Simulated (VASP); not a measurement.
# SrO (P1) in VASP: single point with PBE

Aim: the single point of SrO with PBE.

Everything below comes from runs of VASP 6.6.1. Logs are shortened: lines on timing, memory, paths and dates and some standing lists are left out, and cuts for length are marked.

## 1. The cell of the first run

The typed cell holds 2 atoms: a = 3.754 Å, b = 3.913 Å, c = 3.837 Å, α = 56.66°, β = 58.23°, γ = 57.02°.

## 2. Single point, PBE (atoms moved at random and the cell strained at random)

The input, INCAR:

```
PREC = Accurate
ENCUT = 520
EDIFF = 1E-6
ISMEAR = 0
SIGMA = 0.02
LREAL = F
LASPH = T
NELM = 60
ALGO = Normal
ISIF = 2
LWAVE = F
LCHARG = F
GGA = PE
NBANDS = 15
```

The input, KPOINTS:

```
regular mesh
0
Gamma
  8 8 8
```

The input, POSCAR:

```
SrO
1.0
    0.1384094280      2.6133067140      2.6914800300
    2.7896720880      0.0870648240      2.7428246340
    2.7738935160      2.6488727460      0.1028433960
Sr O
1 1
Direct
   -0.0034691416     -0.0062164371      0.0004455600
    0.5034691416      0.5062164371      0.4995544400
```

Potentials or basis: VASP PAW PBE potentials, release 64 (Sr_sv, O).

Run with:

```bash
$ cat potpaw_PBE.64/Sr_sv/POTCAR potpaw_PBE.64/O/POTCAR > POTCAR
$ mpirun -np 1 vasp_std > vasp.out
```

OUTCAR:

```text
PREC = Accurate
   ENCUT = 520
   EDIFF = 1E-6
   ISMEAR = 0
   LREAL = F
   LASPH = T
   NELM = 60
   ISIF = 2
   GGA = PE

 ion  position               nearest neighbor table
   1  0.997  0.994  0.000-   2 2.57   2 2.61   2 2.61   2 2.68   2 2.72   2 2.75
   2  0.503  0.506  0.500-   1 2.57   1 2.61   1 2.61   1 2.68   1 2.72   1 2.75

  LATTYP: Found a triclinic cell.
 ALAT       =     6.5304475832
 B/A-ratio  =     0.5875358806
 C/A-ratio  =     1.3687362443
 COS(alpha) =     0.0065137701
 COS(beta)  =     0.4650440276
 COS(gamma) =     0.8724336060

  Lattice vectors:

 A1 = (   5.4093776040,   2.6844387780,  -2.4857932380)
 A2 = (   2.7738935160,   2.6488727460,   0.1028433960)
 A3 = (   5.1483373200,  -5.1039825720,  -5.2287720600)

Analysis of symmetry for initial positions (statically):
=====================================================================
 Subroutine PRICEL returns:
 Original cell was already a primitive cell.

 Routine SETGRP: Setting up the symmetry group for a
 triclinic supercell.

 Subroutine GETGRP returns: Found  1 space group operations
 (whereof  1 operations were pure point group operations)
 out of a pool of  2 trial point group operations.

The static configuration has the point symmetry C_1 .

Analysis of symmetry for dynamics (positions and initial velocities):
=====================================================================
 Subroutine PRICEL returns:
 Original cell was already a primitive cell.

 Routine SETGRP: Setting up the symmetry group for a
 triclinic supercell.

 Subroutine GETGRP returns: Found  1 space group operations
 (whereof  1 operations were pure point group operations)
 out of a pool of  2 trial point group operations.

The dynamic configuration has the point symmetry C_1 .

 Subroutine INISYM returns: Found  1 space group operations
 (whereof  1 operations are pure point group operations),
 and found     1 'primitive' translations

----------------------------------------------------------------------------------------

                                     Primitive cell

  volume of cell :      37.3674

  direct lattice vectors                    reciprocal lattice vectors
     0.138409428  2.613306714  2.691480030    -0.194191949  0.195930491  0.191289373
     2.789672088  0.087064824  2.742824634     0.183599478 -0.199415897  0.184182308
     2.773893516  2.648872746  0.102843396     0.185549898  0.190773846 -0.194774779

  length of vectors
     3.754010376  3.913174877  3.836872271     0.335694645  0.327717242  0.329788780

  position of ions in fractional coordinates (direct lattice)
     0.996530858  0.993783563  0.000445560
     0.503469142  0.506216437  0.499554440

  ion indices of the primitive-cell ions
   primitive index   ion index
                 1           1
                 2           2

----------------------------------------------------------------------------------------

 KPOINTS: regular mesh

Automatic generation of k-mesh.
 Grid dimensions read from file:
 generate k-points for:    8    8    8

 Generating k-lattice:

  Cartesian coordinates                     Fractional coordinates (reciprocal lattice)
    -0.024273994  0.024491311  0.023911172     0.125000000  0.000000000 -0.000000000
     0.022949935 -0.024926987  0.023022789     0.000000000  0.125000000 -0.000000000
     0.023193737  0.023846731 -0.024346847     0.000000000  0.000000000  0.125000000

  Length of vectors
     0.041961831  0.040964655  0.041223598

  Shift w.r.t. Gamma in fractional coordinates (k-lattice)
     0.000000000  0.000000000  0.000000000

 Subroutine IBZKPT returns following result:
 ===========================================

 Found    260 irreducible k-points:

 Following reciprocal coordinates:
            Coordinates               Weight
  0.000000  0.000000  0.000000      1.000000
  0.125000  0.000000  0.000000      2.000000
  0.250000  0.000000  0.000000      2.000000
  0.375000  0.000000  0.000000      2.000000
  0.500000  0.000000  0.000000      1.000000
 -0.000000  0.125000 -0.000000      2.000000
[... 16 lines left out ...]
  0.125000  0.375000 -0.000000      2.000000
  0.250000  0.375000 -0.000000      2.000000
 [... further k-points ...]
   k-points           NKPTS =    260   k-points in BZ     NKDIM =    260   number of bands    NBANDS=     15
   number of dos      NEDOS =    301   number of ions     NIONS =      2
   total plane-waves  NPLWV =  25200
   dimension x,y,z NGX =    28 NGY =   30 NGZ =   30
   dimension x,y,z NGXF=    56 NGYF=   60 NGZF=   60
   ions per type =               1   1
   NGX,Y,Z   is equivalent  to a cutoff of  12.40, 12.75, 13.00 a.u.
   NGXF,Y,Z  is equivalent  to a cutoff of  24.80, 25.49, 26.00 a.u.
 SYSTEM =  unknown system
   PREC   = accura    normal or accurate (medium, high low for compatibility)
   ISTART =      0    job   : 0-new  1-cont  2-samecut
   ICHARG =      2    charge: 1-file 2-atom 10-const
   ISPIN  =      1    spin polarized calculation?
   LNONCOLLINEAR =      F non collinear calculations
   LSORBIT =      F    spin-orbit coupling
   LASPH  =      T    aspherical Exc in radial PAW
   ENCUT  =  520.0 eV  38.22 Ry    6.18 a.u.   6.98  7.28  7.13*2*pi/ulx,y,z
   NELM   =     60;   NELMIN=  2; NELMDL= -5     # of ELM steps
   EDIFF  = 0.1E-05   stopping-criterion for ELM
   LREAL  =      F    real-space projection
   EDIFFG = 0.1E-04   stopping-criterion for IOM
   NSW    =      0    number of steps for IOM
   IBRION =     -1    ionic relax: 0-MD 1-quasi-New 2-CG
   NFREE  =      0    steps in history (QN), initial steepest desc. (CG)
   ISIF   =      2    stress and relaxation
   ISYM   =      2    0-nonsym 1-usesym 2-fastsym
   POTIM  = 0.5000    time-step for ionic-motion
   TEBEG  =    0.0;   TEEND  =   0.0 temperature during run
   PSTRESS=    0.0 pullay stress
   NELECT =      16.0000    total number of electrons
   NUPDOWN=      -1.0000    fix difference up-down
   EMIN   =  10.00;   EMAX   =-10.00  energy-range for DOS
   EFERMI =   0.00;   METHOD = LEGACY
   ISMEAR =     0;   SIGMA  =   0.02  broadening in eV -4-tet -1-fermi 0-gaus
   EFERMI_NEDOS =   21; number of points for ismear=-14 and -15
   IALGO  =     38    algorithm
   IMIX   =      4    mixing-type and parameters
     AMIX     =   0.40;   BMIX     =  1.00
     AMIX_MAG =   1.60;   BMIX_MAG =  1.00
  volume/ion in A,a.u.               =      18.68       126.08
  Fermi-wavevector in a.u.,A,eV,Ry     =   1.233912  2.331755 20.715384  1.522538
  Thomas-Fermi vector in A             =   2.368623
   LORBIT       =      0    0 simple, 1 ext, 2 COOP (PROOUT), +10 PAW based schemes
   GGA     = PE    functional components
   LHFCALC =     F    Hartree Fock is set to
   AEXX    =    0.0000 exact exchange contribution
   IVDW    =     0    specifies the selected vdW correction
   LEPSILON=     F    determine dielectric tensor
   LRPA    =     F    only Hartree local field effects (RPA)
 non-spin polarized calculation
 Gauss-broadening in eV      SIGMA  =   0.02
  energy-cutoff  :      520.00
  volume of cell :       37.37
 maximum number of plane-waves:      1023
   NGX = 13   NGY = 15   NGZ = 15

 number of electron      16.0000000 magnetization

 Free energy of the ion-electron system (eV)
  ---------------------------------------------------
  ext. energy  EPLUGINS =         0.00000000
  ---------------------------------------------------
  free energy    TOTEN  =       -11.97747718 eV

  energy without entropy =      -11.97747718  energy(sigma->0) =      -11.97747718

 E-fermi :   1.4564     XC(G=0):  -9.5868

 val. band max:        1.3377170835   @ k =   0.0000   0.0000   0.0000
 cond. band min:       4.4615535093   @ k =   0.5000  -0.0000   0.5000
 fundamental gap:      3.1238364257
 Fermi energy:         1.4564145068

 k-point     1 :       0.0000    0.0000    0.0000
  band No.  band energies     occupation
      1     -31.5146      2.00000
      2     -13.7421      2.00000
      3     -13.2500      2.00000
      4     -13.2210      2.00000
      5     -13.2075      2.00000
      6       1.1353      2.00000
      7       1.2852      2.00000
      8       1.3377      2.00000
      9       4.5179      0.00000
     10       6.8031      0.00000
     11       7.3659      0.00000
     12       7.5680      0.00000
     13       9.0186      0.00000
     14       9.5313      0.00000
     15      13.5150      0.00000

 k-point     2 :       0.1250    0.0000    0.0000
  band No.  band energies     occupation
      1     -31.4996      2.00000
      2     -14.1340      2.00000
      3     -13.2678      2.00000
      4     -13.2328      2.00000
      5     -12.8533      2.00000
      6       0.8554      2.00000
      7       0.9727      2.00000
      8       1.1374      2.00000
      9       5.2082      0.00000
     10       7.1013      0.00000
     11       7.3002      0.00000
     12       7.6875      0.00000
     13       9.3446      0.00000
     14       9.8789      0.00000
     15      14.5610      0.00000

 k-point     3 :       0.2500    0.0000    0.0000
  band No.  band energies     occupation
      1     -31.4629      2.00000
      2     -14.6463      2.00000
      3     -13.3049      2.00000
      4     -13.2643      2.00000
      5     -12.4346      2.00000
      6       0.0971      2.00000
      7       0.5657      2.00000
      8       0.7553      2.00000
      9       6.6772      0.00000
     10       7.0751      0.00000
     11       7.9589      0.00000
     12       8.5169      0.00000
     13      10.1673      0.00000
     14      10.7410      0.00000
     15      16.4749      0.00000
[... 343 lines left out ...]
 k-point    23 :       0.1250    0.3750   -0.0000
  band No.  band energies     occupation
      1     -31.4382      2.00000
      2     -14.8482      2.00000
      3     -13.3839      2.00000
      4     -13.2938      2.00000
      5     -12.3017      2.00000
      6      -0.2439      2.00000
      7       0.5218      2.00000
      8       0.6410      2.00000
      9       6.7800      0.00000
     10       7.3969      0.00000
     11       9.0644      0.00000
     12       9.4641      0.00000
     13      10.9925      0.00000
     14      11.4614      0.00000
     15      15.5401      0.00000

 k-point    24 :       0.2500    0.3750   -0.0000
  band No.  band energies     occupation
      1     -31.4300      2.00000
      2     -14.5753      2.00000
      3     -13.4632      2.00000
      4     -13.3949      2.00000
      5     -12.6450      2.00000
      6       0.0586      2.00000
      7       0.8849      2.00000
      8       0.9502      2.00000
      9       5.5382      0.00000
     10       7.4021      0.00000
     11       9.5848      0.00000
     12       9.9741      0.00000
     13      10.6333      0.00000
     14      11.4138      0.00000
     15      15.8631      0.00000

 [... further k-points ...]
[... 5 lines left out ...]
  --------------------------------------------------------------------------------------
  -------------------------------------------------------------------------------------
  Total       -1.3099009     -0.4881070     -1.0485032     -0.6097599     -0.3326457     -0.7016422
  in kB      -56.1638239    -20.9282683    -44.9560326    -26.1443060    -14.2626487    -30.0838874
  external PRESSURE =     -40.6827083 kB  Pullay stress =       0.0000000 kB

 VOLUME and BASIS-vectors are now :
 -----------------------------------------------------------------------------
  energy-cutoff  :      520.00
  volume of cell :       37.37
      direct lattice vectors                 reciprocal lattice vectors
     0.138409428  2.613306714  2.691480030    -0.194191949  0.195930491  0.191289373
     2.789672088  0.087064824  2.742824634     0.183599478 -0.199415897  0.184182308
     2.773893516  2.648872746  0.102843396     0.185549898  0.190773846 -0.194774779

 POSITION                                       TOTAL-FORCE (eV/Angst)
 -----------------------------------------------------------------------------------
      2.91150      2.69194      5.40796         0.011169      0.033801      0.050355
      2.86757      2.68305      2.79492        -0.011169     -0.033801     -0.050355
 -----------------------------------------------------------------------------------
    total drift:                               -0.000002     -0.000028     -0.000100

  FREE ENERGIE OF THE ION-ELECTRON SYSTEM (eV)
  ---------------------------------------------------
  free  energy   TOTEN  =       -11.9774771821 eV

  energy  without entropy=      -11.9774771821  energy(sigma->0) =      -11.97747718
```

Run time: 1.9 min. Hardware: 1 thread of Intel Xeon Platinum 8259CL at 2.50GHz (Skylake/Cascade Lake), shared host; peak memory 0.28 GiB.

What came out:

```
Free energy            : -11.9775 eV
Pressure               : -4.1 GPa
Largest force          : 0.062 eV/Å
Band gap on the k mesh : 3.12 eV, indirect (least direct gap 3.18 eV)
```

Forces on the atoms (eV/Å):
```
Sr   0.011  0.034  0.050
O   -0.011 -0.034 -0.050
```

Stress tensor (GPa, compression positive):
```
-5.62 -2.61 -3.01
-2.61 -2.09 -1.43
-3.01 -1.43 -4.50
```

Caveat: the cell differs from its parent crystal (atoms moved at random and the cell strained at random).
